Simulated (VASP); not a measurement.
# CoSi2 (Fm-3m) in VASP: settings compared, part 2 of 2

VASP 6.6.1.

## (4) Single point, BLYP+D3(BJ), collinear spin, ferromagnetic start

Input file INCAR:

```
PREC = Accurate
ENCUT = 520
EDIFF = 1E-6
ISMEAR = 0
SIGMA = 0.05
LREAL = F
LASPH = T
NELM = 150
ALGO = Normal
ISIF = 2
LWAVE = F
LCHARG = T
ISPIN = 2
MAGMOM = 0.05 0 0
LORBIT = 11
LMAXMIX = 4
GGA = B5
ALDAX = 1.0
AGGAX = 1.0
AGGAC = 1.0
ALDAC = 0.0
IVDW = 12
VDW_S6 = 1.0
VDW_S8 = 2.6996
VDW_A1 = 0.4298
VDW_A2 = 4.2359
LELF = T
LVHAR = T
NBANDS = 20
```

Input file KPOINTS:

```
regular mesh
0
Gamma
  8 8 8
```

Input file POSCAR:

```
CoSi2
1.0
    0.0000000000      2.6834841823      2.6834841823
    2.6834841823      0.0000000000      2.6834841823
    2.6834841823      2.6834841823      0.0000000000
Co Si
1 2
Direct
    0.0000000000      0.0000000000      0.0000000000
    0.2500000000      0.2500000000      0.2500000000
    0.7500000000      0.7500000000      0.7500000000
```

Potentials or basis: VASP PAW PBE potentials, release 64 (Co, Si).

Started as:

```console
$ cat potpaw_PBE.64/Co/POTCAR potpaw_PBE.64/Si/POTCAR > POTCAR
$ mpirun -np 1 vasp_std > vasp.out
```

OUTCAR:

```text
PREC = Accurate
   ENCUT = 520
   EDIFF = 1E-6
   ISMEAR = 0
   LREAL = F
   LASPH = T
   NELM = 150
   ISIF = 2
   ISPIN = 2
   LORBIT = 11
   GGA = B5
   IVDW = 12
 IVDW          = 12

 ion  position               nearest neighbor table
   1  0.000  0.000  0.000-   2 2.32   3 2.32   3 2.32   3 2.32   3 2.32   2 2.32   2 2.32   2 2.32

   2  0.250  0.250  0.250-   1 2.32   1 2.32   1 2.32   1 2.32   3 2.68   3 2.68   3 2.68   3 2.68
                             3 2.68   3 2.68
   3  0.750  0.750  0.750-   1 2.32   1 2.32   1 2.32   1 2.32   2 2.68   2 2.68   2 2.68   2 2.68
                             2 2.68   2 2.68

  LATTYP: Found a face centered cubic cell.
 ALAT       =     5.3669683646

  Lattice vectors:

 A1 = (   0.0000000000,   2.6834841823,   2.6834841823)
 A2 = (   2.6834841823,   0.0000000000,   2.6834841823)
 A3 = (   2.6834841823,   2.6834841823,   0.0000000000)

Analysis of symmetry for initial positions (statically):
=====================================================================
 Subroutine PRICEL returns:
 Original cell was already a primitive cell.

 Routine SETGRP: Setting up the symmetry group for a
 face centered cubic supercell.

 Subroutine GETGRP returns: Found 48 space group operations
 (whereof 48 operations were pure point group operations)
 out of a pool of 48 trial point group operations.

The static configuration has the point symmetry O_h .

Analysis of symmetry for dynamics (positions and initial velocities):
=====================================================================
 Subroutine PRICEL returns:
 Original cell was already a primitive cell.

 Routine SETGRP: Setting up the symmetry group for a
 face centered cubic supercell.

 Subroutine GETGRP returns: Found 48 space group operations
 (whereof 48 operations were pure point group operations)
 out of a pool of 48 trial point group operations.

The dynamic configuration has the point symmetry O_h .

Analysis of structural, dynamic, and magnetic symmetry:
=====================================================================
 Subroutine PRICEL returns:
 Original cell was already a primitive cell.

 Routine SETGRP: Setting up the symmetry group for a
 face centered cubic supercell.

 Subroutine GETGRP returns: Found 48 space group operations
 (whereof 48 operations were pure point group operations)
 out of a pool of 48 trial point group operations.

The overall configuration has the point symmetry O_h .

 Subroutine INISYM returns: Found 48 space group operations
 (whereof 48 operations are pure point group operations),
 and found     1 'primitive' translations

----------------------------------------------------------------------------------------

                                     Primitive cell

  volume of cell :      38.6480

  direct lattice vectors                    reciprocal lattice vectors
     0.000000000  2.683484182  2.683484182    -0.186324929  0.186324929  0.186324929
     2.683484182  0.000000000  2.683484182     0.186324929 -0.186324929  0.186324929
     2.683484182  2.683484182  0.000000000     0.186324929  0.186324929 -0.186324929

  length of vectors
     3.795019725  3.795019725  3.795019725     0.322724244  0.322724244  0.322724244

  position of ions in fractional coordinates (direct lattice)
     0.000000000  0.000000000  0.000000000
     0.250000000  0.250000000  0.250000000
     0.750000000  0.750000000  0.750000000

  ion indices of the primitive-cell ions
   primitive index   ion index
                 1           1
[... 75 lines left out ...]
   LREAL  =      F    real-space projection
   EDIFFG = 0.1E-04   stopping-criterion for IOM
   NSW    =      0    number of steps for IOM
   IBRION =     -1    ionic relax: 0-MD 1-quasi-New 2-CG
   NFREE  =      0    steps in history (QN), initial steepest desc. (CG)
   ISIF   =      2    stress and relaxation
   ISYM   =      2    0-nonsym 1-usesym 2-fastsym
   POTIM  = 0.5000    time-step for ionic-motion
   TEBEG  =    0.0;   TEEND  =   0.0 temperature during run
   PSTRESS=    0.0 pullay stress
   NELECT =      17.0000    total number of electrons
   NUPDOWN=      -1.0000    fix difference up-down
   EMIN   =  10.00;   EMAX   =-10.00  energy-range for DOS
   EFERMI =   0.00;   METHOD = LEGACY
   ISMEAR =     0;   SIGMA  =   0.05  broadening in eV -4-tet -1-fermi 0-gaus
   EFERMI_NEDOS =   21; number of points for ismear=-14 and -15
   IALGO  =     38    algorithm
   IMIX   =      4    mixing-type and parameters
     AMIX     =   0.40;   BMIX     =  1.00
     AMIX_MAG =   1.60;   BMIX_MAG =  1.00
  volume/ion in A,a.u.               =      12.88        86.94
  Fermi-wavevector in a.u.,A,eV,Ry     =   1.245037  2.352778 21.090609  1.550116
  Thomas-Fermi vector in A             =   2.379277
   LORBIT       =     11    0 simple, 1 ext, 2 COOP (PROOUT), +10 PAW based schemes
   GGA     = B5    functional components
   LHFCALC =     F    Hartree Fock is set to
   AEXX    =    0.0000 exact exchange contribution
   IVDW    =    12    specifies the selected vdW correction
   LEPSILON=     F    determine dielectric tensor
   LRPA    =     F    only Hartree local field effects (RPA)
 spin polarized calculation
 Gauss-broadening in eV      SIGMA  =   0.05
  energy-cutoff  :      520.00
  volume of cell :       38.65
 maximum number of plane-waves:      1056
   NGX = 15   NGY = 15   NGZ = 15

 number of electron      16.9999994 magnetization       0.0001142

 number of electron      16.9999994 magnetization      -0.0000014

 Free energy of the ion-electron system (eV)
  ---------------------------------------------------
  ext. energy  EPLUGINS =         0.00000000
  ---------------------------------------------------
  free energy    TOTEN  =       -16.16219427 eV

  energy without entropy =      -16.16065629  energy(sigma->0) =      -16.16142528

 E-fermi :  10.5098     XC(G=0): -11.0518

 val. band max:       10.5090778176   @ k =  -0.3750   0.1250   0.0000
 cond. band min:      10.5627074752   @ k =  -0.1250   0.1250   0.0000
 fundamental gap:      0.0536296575
 Fermi energy:        10.5097896777

 spin component 1

 k-point     1 :       0.0000    0.0000    0.0000
  band No.  band energies     occupation
      1      -2.5097      1.00000
      2       6.4627      1.00000
      3       6.4627      1.00000
      4       6.4627      1.00000
      5       8.6338      1.00000
      6       8.6338      1.00000
[... 541 lines left out ...]
     19      25.6341      0.00000
     20      26.2838      0.00000

 [... further k-points ...]

 spin component 2

 k-point     1 :       0.0000    0.0000    0.0000
  band No.  band energies     occupation
      1      -2.5097      1.00000
      2       6.4626      1.00000
      3       6.4626      1.00000
      4       6.4626      1.00000
      5       8.6338      1.00000
      6       8.6338      1.00000
[... 541 lines left out ...]
     19      25.6341      0.00000
     20      26.2838      0.00000

 [... further k-points ...]

------------------------ aborting loop because EDIFF is reached ----------------------------------------

 Edisp (eV)   -2.95976

 E8    (eV) :    -2.1404

  FORCE on cell =-STRESS in cart. coord.  units (eV):
  Direction    XX          YY          ZZ          XY          YZ          ZX
  --------------------------------------------------------------------------------------
  -------------------------------------------------------------------------------------
  Total      -1.48249    -1.48249    -1.48249    -0.00000    -0.00000     0.00000
  in kB     -61.45751   -61.45751   -61.45751    -0.00000    -0.00000     0.00000
  external pressure =      -61.46 kB  Pullay stress =        0.00 kB

 VOLUME and BASIS-vectors are now :
 -----------------------------------------------------------------------------
  energy-cutoff  :      520.00
  volume of cell :       38.65
      direct lattice vectors                 reciprocal lattice vectors
     0.000000000  2.683484182  2.683484182    -0.186324929  0.186324929  0.186324929
     2.683484182  0.000000000  2.683484182     0.186324929 -0.186324929  0.186324929
     2.683484182  2.683484182  0.000000000     0.186324929  0.186324929 -0.186324929

 POSITION                                       TOTAL-FORCE (eV/Angst)
 -----------------------------------------------------------------------------------
      0.00000      0.00000      0.00000        -0.000000      0.000000      0.000000
      1.34174      1.34174      1.34174        -0.000000     -0.000000     -0.000000
      4.02523      4.02523      4.02523         0.000000      0.000000      0.000000
 -----------------------------------------------------------------------------------
    total drift:                               -0.000000     -0.000000     -0.000000

  FREE ENERGIE OF THE ION-ELECTRON SYSTEM (eV)
  ---------------------------------------------------
  free  energy   TOTEN  =       -19.1219563598 eV

  energy  without entropy=      -19.1204183785  energy(sigma->0) =      -19.12118737

 total charge

# of ion       s       p       d       tot
------------------------------------------
    1        0.532   0.702   7.626   8.860
    2        0.727   0.879   0.000   1.606
    3        0.727   0.879   0.000   1.606
--------------------------------------------------
tot          1.985   2.460   7.626  12.071

 magnetization (x)

# of ion       s       p       d       tot
------------------------------------------
    1       -0.000  -0.000  -0.000  -0.000
    2        0.000   0.000   0.000   0.000
    3        0.000   0.000   0.000   0.000
--------------------------------------------------
tot          0.000   0.000  -0.000  -0.000
```

stdout:

```text
POSCAR found type information on POSCAR CoSi
 POSCAR found :  2 types and       3 ions
 scaLAPACK will be used
 -----------------------------------------------------------------------------
|                                                                             |
|                                                                             |
|     You enforced a specific xc type in the INCAR file but a different       |
|     I HOPE YOU KNOW WHAT YOU ARE DOING!                                     |
|                                                                             |
 -----------------------------------------------------------------------------

 LDA part: xc-table for (Slater(with rela. corr.)+VWN5), standard interpolation
 POSCAR, INCAR and KPOINTS ok, starting setup
 FFT: planning ... GRIDC
 FFT: planning ... GRID_SOFT
 FFT: planning ... GRID
 WAVECAR not read
 entering main loop
```

Wall time 2.1 min (1 thread of AMD EPYC 7R13, shared host); peak memory 0.17 GiB.

Results:

```
Free energy                                           : -19.1220 eV
Pressure                                              : -6.1 GPa
Net moment                                            : 0.00 μB per cell
Valence electrons inside the program's atomic spheres : Co 8.86; Si 1.61
Dispersion energy per atom                            : -0.987 eV
```

Caveat: the PAW data sets were made with another functional, which shifts forces and pressure a little; pairwise dispersion overbinds metals, which lowers pressure and volume.

## (5) Single point, PBEsol+D3(BJ), collinear spin, ferromagnetic start

Input file INCAR:

```
SYSTEM = CoSi2
  ALGO = Normal
  EDIFF = 1E-6
  ENCUT = 520
  GGA = PS
  ISIF = 2
  ISMEAR = 0
  ISPIN = 2
  IVDW = 12
  LASPH = .True.
  LCHARG = .False.
  LMAXMIX = 4
  LORBIT = 11
  LREAL = .False.
  LWAVE = .False.
  MAGMOM = 0.05 0 0
  NBANDS = 20
  NELM = 150
  PREC = Accurate
  SIGMA = 0.05
```

Input file KPOINTS:

```
k-points
0
Gamma
  8 8 8
  0 0 0
```

Input file POSCAR:

```
CoSi2
1.0
    0.0000000000      2.6824999877      2.6824999877
    2.6824999877      0.0000000000      2.6824999877
    2.6824999877      2.6824999877      0.0000000000
Co Si
1 2
Direct
    0.0000000000      0.0000000000      0.0000000000
    0.2500000000      0.2500000000      0.2500000000
    0.7500000000      0.7500000000      0.7500000000
```

Potentials or basis: VASP PAW PBE potentials, release 64 (Co, Si).

Started as:

```console
$ cat potpaw_PBE.64/Co/POTCAR potpaw_PBE.64/Si/POTCAR > POTCAR
$ mpirun -np 1 vasp_std > vasp.out
```

OUTCAR:

```text
SYSTEM = CoSi2
   EDIFF = 1E-6
   ENCUT = 520
   GGA = PS
   ISIF = 2
   ISMEAR = 0
   ISPIN = 2
   IVDW = 12
   LASPH = .True.
   LORBIT = 11
   LREAL = .False.
   NELM = 150
   PREC = Accurate
 IVDW          = 12

 ion  position               nearest neighbor table
   1  0.000  0.000  0.000-   3 2.32   3 2.32   3 2.32   2 2.32   3 2.32   2 2.32   2 2.32   2 2.32

   2  0.250  0.250  0.250-   1 2.32   1 2.32   1 2.32   1 2.32   3 2.68   3 2.68   3 2.68   3 2.68
                             3 2.68   3 2.68
   3  0.750  0.750  0.750-   1 2.32   1 2.32   1 2.32   1 2.32   2 2.68   2 2.68   2 2.68   2 2.68
                             2 2.68   2 2.68
[... 1337 lines left out ...]
  energy-cutoff  :      520.00
  volume of cell :       38.61
      direct lattice vectors                 reciprocal lattice vectors
     0.000000000  2.682499988  2.682499988    -0.186393291  0.186393291  0.186393291
     2.682499988  0.000000000  2.682499988     0.186393291 -0.186393291  0.186393291
     2.682499988  2.682499988  0.000000000     0.186393291  0.186393291 -0.186393291

 POSITION                                       TOTAL-FORCE (eV/Angst)
 -----------------------------------------------------------------------------------
      0.00000      0.00000      0.00000        -0.000000     -0.000000      0.000000
      1.34125      1.34125      1.34125         0.000000      0.000000      0.000000
      4.02375      4.02375      4.02375        -0.000000     -0.000000     -0.000000
 -----------------------------------------------------------------------------------
    total drift:                               -0.000000     -0.000000      0.000000

  FREE ENERGIE OF THE ION-ELECTRON SYSTEM (eV)
  ---------------------------------------------------
  free  energy   TOTEN  =       -22.1166105801 eV

  energy  without entropy=      -22.1147539770  energy(sigma->0) =      -22.11568228

 total charge

# of ion       s       p       d       tot
------------------------------------------
    1        0.541   0.714   7.600   8.855
    2        0.717   0.867   0.000   1.584
    3        0.717   0.867   0.000   1.584
--------------------------------------------------
tot          1.975   2.447   7.600  12.022

 magnetization (x)

# of ion       s       p       d       tot
------------------------------------------
    1       -0.000  -0.000  -0.000  -0.000
    2        0.000   0.000   0.000   0.000
    3        0.000   0.000   0.000   0.000
--------------------------------------------------
tot          0.000  -0.000  -0.000  -0.000
```

stdout:

```text
POSCAR found type information on POSCAR CoSi
 POSCAR found :  2 types and       3 ions
 scaLAPACK will be used
 -----------------------------------------------------------------------------
|                                                                             |
|                                                                             |
|     You enforced a specific xc type in the INCAR file but a different       |
|     I HOPE YOU KNOW WHAT YOU ARE DOING!                                     |
|                                                                             |
 -----------------------------------------------------------------------------

 LDA part: xc-table for (Slater+PW92), standard interpolation
 POSCAR, INCAR and KPOINTS ok, starting setup
 FFT: planning ... GRIDC
 FFT: planning ... GRID_SOFT
 FFT: planning ... GRID
 WAVECAR not read
 entering main loop
```

It took 96 s on 1 thread of AMD EPYC 7R13, shared host; peak memory 0.17 GiB.

Results:

- Free energy: -22.1166 eV
- Pressure: -10.0 GPa
- Net moment: 0.00 μB per cell
- Valence electrons inside the program's atomic spheres: Co 8.86; Si 1.58
- Dispersion energy per atom: -0.385 eV

Caveat: the PAW data sets were made with another functional, which shifts forces and pressure a little; pairwise dispersion overbinds metals, which lowers pressure and volume.

## (6) The runs side by side

| level | cell | gap on the mesh (eV) | pressure (GPa) | moment (μB) |
| --- | --- | --- | --- | --- |
| revPBE | a = 3.794 Å, angles 60.0°, 3 atoms | none | 1.2 | 0.00 |
| BLYP+D3(BJ) | a = 3.794 Å, angles 60.0°, 3 atoms | none | -5.9 | 0.00 |
| BLYP+D3(BJ) | a = 3.795 Å, angles 60.0°, 3 atoms | none | -6.1 | 0.00 |
| PBEsol+D3(BJ) | a = 3.794 Å, angles 60.0°, 3 atoms | none | -10.0 | 0.00 |

Alike in all rows: task single point; potentials or basis VASP PAW PBE potentials, release 64 (Co, Si); spin collinear, ferromagnetic start; k mesh 8 × 8 × 8; cutoff (eV) 520; smearing gaussian 0.05 eV.

Every run on the cell as given and a fine mesh finds a metal. The pressure there spans -10.0 GPa (PBEsol+D3(BJ)) to 1.2 GPa (revPBE); a positive pressure means that this level wants a larger cell, a negative one a smaller.

Caveats: the PAW data sets were made with another functional, which shifts forces and pressure a little; pairwise dispersion overbinds metals, which lowers pressure and volume (some runs).

Total energies depend on the potentials used, so only differences within one code and one set of settings carry meaning.
